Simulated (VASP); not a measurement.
# SiO2 (P6_422) in VASP: a series of runs, part 2 of 2

VASP 6.6.1. The steps go on from the part before.

## 4. Single point, PBE (strain +0.030 along x and y, -0.030 along z)

The input, INCAR:

```
SYSTEM = SiO2
PREC = Accurate ; ENCUT = 520
EDIFF = 1E-6 ; ISMEAR = 0
SIGMA = 0.05 ; LREAL = .False.
LASPH = .True. ; NELM = 60
ALGO = Normal ; ISIF = 2
LWAVE = .False. ; LCHARG = .False.
GGA = PE ; NBANDS = 34
```

The input, KPOINTS:

```
regular mesh
0
Gamma
  6 6 4
  0 0 0
```

The input, POSCAR:

```
SiO2
1.0
    5.2585392688      0.0000000000      0.0000000000
   -2.6292696344      4.5540285936      0.0000000000
    0.0000000000      0.0000000000      5.4174953921
Si O
3 6
Direct
    0.0000000000      0.5000000000      0.3333333333
    0.5000000000      0.5000000000      0.6666666667
    0.5000000000      0.0000000000      0.0000000000
    0.5839605948      0.7919802974      0.8333333333
    0.7919802974      0.5839605948      0.5000000000
    0.7919802974      0.2080197026      0.1666666667
    0.4160394052      0.2080197026      0.8333333333
    0.2080197026      0.4160394052      0.5000000000
    0.2080197026      0.7919802974      0.1666666667
```

Potentials or basis: VASP PAW PBE potentials, release 64 (Si, O).

Launch:

```bash
$ cat potpaw_PBE.64/Si/POTCAR potpaw_PBE.64/O/POTCAR > POTCAR
$ mpirun -np 1 vasp_std > vasp.out
```

OUTCAR:

```text
SYSTEM = SiO2
   PREC = Accurate
   ENCUT = 520
   EDIFF = 1E-6
   ISMEAR = 0
   LREAL = .False.
   LASPH = .True.
   NELM = 60
   ISIF = 2
   GGA = PE

 ion  position               nearest neighbor table
   1  0.000  0.500  0.333-   6 1.64   9 1.64   8 1.64   5 1.64
   2  0.500  0.500  0.667-   4 1.64   7 1.64   5 1.64   8 1.64
   3  0.500  0.000  0.000-   4 1.64   7 1.64   6 1.64   9 1.64
   4  0.584  0.792  0.833-   2 1.64   3 1.64
   5  0.792  0.584  0.500-   1 1.64   2 1.64
   6  0.792  0.208  0.167-   1 1.64   3 1.64
   7  0.416  0.208  0.833-   2 1.64   3 1.64
   8  0.208  0.416  0.500-   1 1.64   2 1.64
   9  0.208  0.792  0.167-   1 1.64   3 1.64

  LATTYP: Found a hexagonal cell.
 ALAT       =     5.2585392688
 C/A-ratio  =     1.0302281898

  Lattice vectors:

 A1 = (   5.2585392688,   0.0000000000,   0.0000000000)
 A2 = (  -2.6292696344,   4.5540285936,   0.0000000000)
 A3 = (   0.0000000000,   0.0000000000,   5.4174953921)

Analysis of symmetry for initial positions (statically):
=====================================================================
 Subroutine PRICEL returns:
 Original cell was already a primitive cell.

 Routine SETGRP: Setting up the symmetry group for a
 hexagonal supercell.

 Subroutine GETGRP returns: Found 12 space group operations
 (whereof  4 operations were pure point group operations)
 out of a pool of 24 trial point group operations.

The static configuration has the point symmetry D_2 .
 The point group associated with its full space group is D_6 .

Analysis of symmetry for dynamics (positions and initial velocities):
=====================================================================
 Subroutine PRICEL returns:
 Original cell was already a primitive cell.

 Routine SETGRP: Setting up the symmetry group for a
 hexagonal supercell.

 Subroutine GETGRP returns: Found 12 space group operations
 (whereof  4 operations were pure point group operations)
 out of a pool of 24 trial point group operations.

The dynamic configuration has the point symmetry D_2 .
 The point group associated with its full space group is D_6 .

 Subroutine INISYM returns: Found 12 space group operations
 (whereof  4 operations are pure point group operations),
 and found     1 'primitive' translations

----------------------------------------------------------------------------------------

                                     Primitive cell

  volume of cell :     129.7357

  direct lattice vectors                    reciprocal lattice vectors
     5.258539269  0.000000000  0.000000000     0.190166879  0.109792899  0.000000000
    -2.629269634  4.554028594  0.000000000     0.000000000  0.219585797  0.000000000
     0.000000000  0.000000000  5.417495392     0.000000000  0.000000000  0.184587144

  length of vectors
     5.258539269  5.258539269  5.417495392     0.219585797  0.219585797  0.184587144

  position of ions in fractional coordinates (direct lattice)
     0.000000000  0.500000000  0.333333333
     0.500000000  0.500000000  0.666666667
     0.500000000  0.000000000  0.000000000
     0.583960595  0.791980297  0.833333333
     0.791980297  0.583960595  0.500000000
     0.791980297  0.208019703  0.166666667
     0.416039405  0.208019703  0.833333333
[... 38 lines left out ...]

 Found     21 irreducible k-points:

 Following reciprocal coordinates:
            Coordinates               Weight
  0.000000  0.000000  0.000000      1.000000
  0.166667 -0.000000  0.000000      6.000000
  0.333333 -0.000000  0.000000      6.000000
  0.500000 -0.000000  0.000000      3.000000
  0.166667  0.166667  0.000000      6.000000
  0.333333  0.166667  0.000000     12.000000
[... 13 lines left out ...]
  0.333333  0.166667  0.500000     12.000000
  0.333333  0.333333  0.500000      2.000000
   k-points           NKPTS =     21   k-points in BZ     NKDIM =     21   number of bands    NBANDS=     34
   number of dos      NEDOS =    301   number of ions     NIONS =      9
   total plane-waves  NPLWV =  64000
   dimension x,y,z NGX =    40 NGY =   40 NGZ =   40
   dimension x,y,z NGXF=    80 NGYF=   80 NGZF=   80
   ions per type =               3   6
   NGX,Y,Z   is equivalent  to a cutoff of  12.65, 12.65, 12.27 a.u.
   NGXF,Y,Z  is equivalent  to a cutoff of  25.29, 25.29, 24.55 a.u.
 SYSTEM =  SiO2
   PREC   = accura    normal or accurate (medium, high low for compatibility)
   ISTART =      0    job   : 0-new  1-cont  2-samecut
   ICHARG =      2    charge: 1-file 2-atom 10-const
   ISPIN  =      1    spin polarized calculation?
   LNONCOLLINEAR =      F non collinear calculations
   LSORBIT =      F    spin-orbit coupling
   LASPH  =      T    aspherical Exc in radial PAW
   ENCUT  =  520.0 eV  38.22 Ry    6.18 a.u.   9.78  9.78 10.07*2*pi/ulx,y,z
   NELM   =     60;   NELMIN=  2; NELMDL= -5     # of ELM steps
   EDIFF  = 0.1E-05   stopping-criterion for ELM
   LREAL  =      F    real-space projection
[... 7 lines left out ...]
   TEBEG  =    0.0;   TEEND  =   0.0 temperature during run
   PSTRESS=    0.0 pullay stress
   NELECT =      48.0000    total number of electrons
   NUPDOWN=      -1.0000    fix difference up-down
   EMIN   =  10.00;   EMAX   =-10.00  energy-range for DOS
   EFERMI =   0.00;   METHOD = LEGACY
   ISMEAR =     0;   SIGMA  =   0.05  broadening in eV -4-tet -1-fermi 0-gaus
   EFERMI_NEDOS =   21; number of points for ismear=-14 and -15
   IALGO  =     38    algorithm
   IMIX   =      4    mixing-type and parameters
     AMIX     =   0.40;   BMIX     =  1.00
     AMIX_MAG =   1.60;   BMIX_MAG =  1.00
  volume/ion in A,a.u.               =      14.42        97.28
  Fermi-wavevector in a.u.,A,eV,Ry     =   1.175264  2.220927 18.792986  1.381245
  Thomas-Fermi vector in A             =   2.311648
   LORBIT       =      0    0 simple, 1 ext, 2 COOP (PROOUT), +10 PAW based schemes
   GGA     = PE    functional components
   LHFCALC =     F    Hartree Fock is set to
   AEXX    =    0.0000 exact exchange contribution
   IVDW    =     0    specifies the selected vdW correction
   LEPSILON=     F    determine dielectric tensor
   LRPA    =     F    only Hartree local field effects (RPA)
 non-spin polarized calculation
 Gauss-broadening in eV      SIGMA  =   0.05
  energy-cutoff  :      520.00
  volume of cell :      129.74
 maximum number of plane-waves:      3536
 NGX is ok and might be reduce to    40
   NGX = 19   NGY = 19   NGZ = 21

 number of electron      48.0000011 magnetization

 Free energy of the ion-electron system (eV)
  ---------------------------------------------------
  ext. energy  EPLUGINS =         0.00000000
  ---------------------------------------------------
  free energy    TOTEN  =       -71.00720828 eV

  energy without entropy =      -71.00720828  energy(sigma->0) =      -71.00720828

 E-fermi :   0.3849     XC(G=0):  -8.5059

 val. band max:        0.1431906739   @ k =   0.5000  -0.0000   0.0000
 cond. band min:       5.4479009050   @ k =   0.0000   0.0000   0.0000
 fundamental gap:      5.3047102311
 Fermi energy:         0.3848860449

 k-point     1 :       0.0000    0.0000    0.0000
  band No.  band energies     occupation
      1     -18.9897      2.00000
      2     -17.5621      2.00000
      3     -17.5620      2.00000
      4     -17.1236      2.00000
      5     -17.0853      2.00000
      6     -17.0853      2.00000
[... 766 lines left out ...]
     33      11.2664      0.00000
     34      11.2755      0.00000

------------------------ aborting loop because EDIFF is reached ----------------------------------------

  FORCE on cell =-STRESS in cart. coord.  units (eV):
  Direction    XX          YY          ZZ          XY          YZ          ZX
  --------------------------------------------------------------------------------------
  -------------------------------------------------------------------------------------
  Total       -5.0725372     -5.0725372     -1.6657612      0.0000000      0.0000000     -0.0000000
  in kB      -62.6435555    -62.6435555    -20.5714029      0.0000000      0.0000000     -0.0000000
  external PRESSURE =     -48.6195046 kB  Pullay stress =       0.0000000 kB

 VOLUME and BASIS-vectors are now :
 -----------------------------------------------------------------------------
  energy-cutoff  :      520.00
  volume of cell :      129.74
      direct lattice vectors                 reciprocal lattice vectors
     5.258539269  0.000000000  0.000000000     0.190166879  0.109792899  0.000000000
    -2.629269634  4.554028594  0.000000000     0.000000000  0.219585797  0.000000000
     0.000000000  0.000000000  5.417495392     0.000000000  0.000000000  0.184587144

 POSITION                                       TOTAL-FORCE (eV/Angst)
 -----------------------------------------------------------------------------------
     -1.31463      2.27701      1.80583         0.000000     -0.000000     -0.000000
      1.31463      2.27701      3.61166         0.000000     -0.000000     -0.000000
      2.62927      0.00000      0.00000         0.000000     -0.000000     -0.000000
      0.98845      3.60670      4.51458        -0.237680     -0.137225      0.000000
      2.62927      2.65937      2.70875         0.000000     -0.274450     -0.000000
      3.61772      0.94733      0.90292        -0.237680      0.137225      0.000000
      1.64082      0.94733      4.51458         0.237680      0.137225     -0.000000
     -0.00000      1.89466      2.70875         0.000000      0.274450     -0.000000
     -0.98845      3.60670      0.90292         0.237680     -0.137225     -0.000000
 -----------------------------------------------------------------------------------
    total drift:                               -0.000000     -0.000000     -0.000001

  FREE ENERGIE OF THE ION-ELECTRON SYSTEM (eV)
  ---------------------------------------------------
  free  energy   TOTEN  =       -71.0072082786 eV

  energy  without entropy=      -71.0072082786  energy(sigma->0) =      -71.00720828
```

Wall time 1.9 min (1 thread of Intel Xeon 8259CL, shared host); peak memory 0.26 GiB.

Results:

```yaml
Free_energy: -71.0072 eV
Pressure: -4.9 GPa
Largest_force: 0.274 eV/Å
Band_gap_on_the_k_mesh: 5.30 eV (least direct gap 5.62 eV)
```

Forces in eV/Å, atoms in the order of the input:
```
Si   0.000  0.000  0.000
Si   0.000  0.000  0.000
Si   0.000  0.000  0.000
O   -0.238 -0.137  0.000
O    0.000 -0.274  0.000
O   -0.238  0.137  0.000
O    0.238  0.137  0.000
O    0.000  0.274  0.000
O    0.238 -0.137  0.000
```

Levels at points of the mesh, in eV from the valence-band top:
```csv
k point,band 22,band 23,band 24,band 25,band 26,band 27
"(0.00, 0.00, 0.00)",-0.43,-0.43,-0.32,5.30,8.61,8.61
"(0.50, 0.00, 0.00)",-0.88,-0.28,0.00,7.26,8.09,9.07
"(0.00, 0.00, 0.50)",-0.19,-0.06,-0.06,7.17,7.17,8.36
"(0.50, 0.00, 0.50)",-0.65,-0.58,-0.40,7.76,8.64,9.19
```

Caveat: the cell differs from its parent crystal (strain +0.030 along x and y, -0.030 along z); the cell stands under tension.

## 5. Single point, PBE (strain +0.015 along x and y, +0.000 along z)

The input, INCAR:

```
SYSTEM = SiO2
  PREC = Accurate
  ENCUT = 520
  EDIFF = 1E-7
  ISMEAR = 0
  SIGMA = 0.05
  LREAL = .False.
  LASPH = .True.
  NELM = 60
  ALGO = Normal
  ISIF = 2
  LWAVE = .False.
  LCHARG = .False.
  GGA = PE
  NBANDS = 34
```

The input, KPOINTS:

```
Automatic mesh
0
Gamma
  6 6 4
  0 0 0
```

POSCAR, as its differences from that of step 4:

```diff
@@ -2,5 +2,5 @@
 1.0
-    5.2585392688      0.0000000000      0.0000000000
-   -2.6292696344      4.5540285936      0.0000000000
-    0.0000000000      0.0000000000      5.4174953921
+    5.1819585999      0.0000000000      0.0000000000
+   -2.5909793000      4.4877077888      0.0000000000
+    0.0000000000      0.0000000000      5.5850467960
 Si O
```

Potentials or basis: VASP PAW PBE potentials, release 64 (Si, O).

Launch:

```bash
$ cat potpaw_PBE.64/Si/POTCAR potpaw_PBE.64/O/POTCAR > POTCAR
$ mpirun -np 1 vasp_std > vasp.out
```

OUTCAR:

```text
SYSTEM = SiO2
   PREC = Accurate
   ENCUT = 520
   EDIFF = 1E-7
   ISMEAR = 0
   LREAL = .False.
   LASPH = .True.
   NELM = 60
   ISIF = 2
   GGA = PE

 ion  position               nearest neighbor table
   1  0.000  0.500  0.333-   6 1.64   9 1.64   8 1.64   5 1.64
   2  0.500  0.500  0.667-   4 1.64   7 1.64   5 1.64   8 1.64
   3  0.500  0.000  0.000-   6 1.64   9 1.64   7 1.64   4 1.64
   4  0.584  0.792  0.833-   2 1.64   3 1.64
   5  0.792  0.584  0.500-   2 1.64   1 1.64
   6  0.792  0.208  0.167-   1 1.64   3 1.64
   7  0.416  0.208  0.833-   2 1.64   3 1.64
   8  0.208  0.416  0.500-   2 1.64   1 1.64
   9  0.208  0.792  0.167-   1 1.64   3 1.64

  LATTYP: Found a hexagonal cell.
 ALAT       =     5.1819585999
 C/A-ratio  =     1.0777868422

  Lattice vectors:

 A1 = (   5.1819585999,   0.0000000000,   0.0000000000)
 A2 = (  -2.5909793000,   4.4877077888,   0.0000000000)
 A3 = (   0.0000000000,   0.0000000000,   5.5850467960)

Analysis of symmetry for initial positions (statically):
=====================================================================
[... 193 lines left out ...]
  band No.  band energies     occupation
      1     -18.9957      2.00000
      2     -17.6197      2.00000
      3     -17.6197      2.00000
      4     -17.0922      2.00000
      5     -17.0599      2.00000
      6     -17.0599      2.00000
[... 766 lines left out ...]
     33      11.3150      0.00000
     34      11.3336      0.00000

------------------------ aborting loop because EDIFF is reached ----------------------------------------

  FORCE on cell =-STRESS in cart. coord.  units (eV):
  Direction    XX          YY          ZZ          XY          YZ          ZX
  --------------------------------------------------------------------------------------
  -------------------------------------------------------------------------------------
  Total       -4.2004565     -4.2004565     -3.2958944      0.0000000      0.0000000      0.0000000
  in kB      -51.8157451    -51.8157451    -40.6573008      0.0000000      0.0000000      0.0000000
  external PRESSURE =     -48.0962637 kB  Pullay stress =       0.0000000 kB

 VOLUME and BASIS-vectors are now :
 -----------------------------------------------------------------------------
  energy-cutoff  :      520.00
  volume of cell :      129.88
      direct lattice vectors                 reciprocal lattice vectors
     5.181958600  0.000000000  0.000000000     0.192977227  0.111415454  0.000000000
    -2.590979300  4.487707789  0.000000000     0.000000000  0.222830908  0.000000000
     0.000000000  0.000000000  5.585046796     0.000000000  0.000000000  0.179049529

 POSITION                                       TOTAL-FORCE (eV/Angst)
 -----------------------------------------------------------------------------------
     -1.29549      2.24385      1.86168         0.000000      0.000000      0.000000
      1.29549      2.24385      3.72336         0.000000     -0.000000     -0.000000
      2.59098      0.00000      0.00000         0.000000      0.000000     -0.000000
      0.97406      3.55418      4.65421        -0.202384     -0.116846      0.000000
      2.59098      2.62064      2.79252         0.000000     -0.233693      0.000000
      3.56503      0.93353      0.93084        -0.202384      0.116846      0.000000
      1.61692      0.93353      4.65421         0.202384      0.116846      0.000000
     -0.00000      1.86706      2.79252        -0.000000      0.233693     -0.000000
     -0.97406      3.55418      0.93084         0.202384     -0.116846      0.000000
 -----------------------------------------------------------------------------------
    total drift:                               -0.000000      0.000000     -0.000001

  FREE ENERGIE OF THE ION-ELECTRON SYSTEM (eV)
  ---------------------------------------------------
  free  energy   TOTEN  =       -71.0685205723 eV

  energy  without entropy=      -71.0685205723  energy(sigma->0) =      -71.06852057
```

Run time: 2 min. Hardware: 1 thread of Intel Xeon 8259CL, shared host; peak memory 0.27 GiB.

What came out:

```
Free energy            : -71.0685 eV
Pressure               : -4.8 GPa
Largest force          : 0.234 eV/Å
Band gap on the k mesh : 5.34 eV (least direct gap 5.55 eV)
```

Forces in eV/Å, atoms in the order of the input:
```
Si   0.000  0.000  0.000
Si   0.000  0.000  0.000
Si   0.000  0.000  0.000
O   -0.202 -0.117  0.000
O    0.000 -0.234  0.000
O   -0.202  0.117  0.000
O    0.202  0.117  0.000
O    0.000  0.234  0.000
O    0.202 -0.117  0.000
```

Stress tensor (GPa, compression positive):
```
-5.18  0.00  0.00
 0.00 -5.18  0.00
 0.00  0.00 -4.07
```

Caveat: the cell differs from its parent crystal (strain +0.015 along x and y, +0.000 along z); the cell stands under tension. A k mesh can miss the band edges.

## 6. Overview

```tsv
cell	gap on the mesh (eV)	pressure (GPa)	largest force (eV/Å)
a = 5.182, b = 5.182, c = 5.501 Å, angles 90.0, 90.0, 120.0°, 9 atoms	5.44	-2.4	0.15
a = 5.105, b = 5.105, c = 5.753 Å, angles 90.0, 90.0, 120.0°, 9 atoms	5.30	-4.9	0.19
a = 5.259, b = 5.259, c = 5.417 Å, angles 90.0, 90.0, 120.0°, 9 atoms	5.30	-4.9	0.27
a = 5.182, b = 5.182, c = 5.585 Å, angles 90.0, 90.0, 120.0°, 9 atoms	5.34	-4.8	0.23
```

Alike in all rows: task single point; level PBE; potentials or basis VASP PAW PBE potentials, release 64 (Si, O); no spin polarisation; k mesh 6 × 6 × 4; cutoff (eV) 520; smearing gaussian 0.05 eV.

Caveats: the cell stands under tension (at least some runs).

Total energies depend on the potentials used, so only differences within one code and one set of settings carry meaning.
